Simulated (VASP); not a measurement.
Here is a VASP 6.6.1 calculation.

Contents of POSCAR:

```
TiO2
1.0
   -1.8889407787      1.8889407787      4.7916431400
    1.8889407787     -1.8889407787      4.7916431400
    1.8889407787      1.8889407787     -4.7916431400
Ti O
2 4
Direct
    0.0000000000      0.0000000000      0.0000000000
    0.7500000000      0.2500000000      0.5000000000
    0.9572872213      0.4572872213      0.5000000000
    0.2072872213      0.2072872213      0.0000000000
    0.5427127787      0.0427127787      0.5000000000
    0.7927127787      0.7927127787      0.0000000000
```

INCAR.step1

```
PREC     = Accurate       # precision mode
ENCUT    = 520            # plane-wave cutoff, eV
ISMEAR   = 0              # smearing method
SIGMA    = 0.02           # smearing width, eV
LREAL    = False          # projectors in reciprocal space
LASPH    = True           # aspherical terms in the spheres
NELM     = 60             # most SCF steps
NBANDS   = 33             # bands
GGA      = PE             # functional
ALGO     = Normal         # electronic algorithm
EDIFF    = 1E-4           # SCF threshold, eV
LWAVE    = True           # write WAVECAR
LCHARG   = False          # write CHGCAR
```

The input INCAR.step2:

```
PREC     = Accurate       # precision mode
ENCUT    = 520            # plane-wave cutoff, eV
EDIFF    = 1E-6           # SCF threshold, eV
ISMEAR   = 0              # smearing method
SIGMA    = 0.02           # smearing width, eV
LREAL    = False          # projectors in reciprocal space
LASPH    = True           # aspherical terms in the spheres
NELM     = 60             # most SCF steps
ALGO     = Normal         # electronic algorithm
ISIF     = 2              # what is computed and relaxed
LWAVE    = False          # write WAVECAR
LCHARG   = False          # write CHGCAR
METAGGA  = R2SCAN         # meta-GGA
LMIXTAU  = True         
NBANDS   = 33             # bands
ISTART   = 1
```

The input KPOINTS:

```
Automatic mesh
0
Gamma
  8 8 8
```

Potentials or basis: VASP PAW PBE potentials, release 64 (Ti_sv, O).

Command:

```bash
$ cat potpaw_PBE.64/Ti_sv/POTCAR potpaw_PBE.64/O/POTCAR > POTCAR
$ cp INCAR.step1 INCAR
$ mpirun -np 1 vasp_std > vasp.out
$ cp INCAR.step2 INCAR
$ mpirun -np 1 vasp_std > vasp.out
```

**Question.** Predict the band gap on the k mesh.

**Answer.** 2.59 eV, indirect (least direct gap 2.90 eV).

**Question.** Estimate the largest force.

**Answer.** 0.026 eV/Å.

Stress tensor (GPa, compression positive):
```
1.30 0.00 0.00
0.00 1.30 0.00
0.00 0.00 1.09
```

Caveat: the PAW data sets were made with another functional, which shifts forces and pressure a little. A k mesh can miss the band edges.
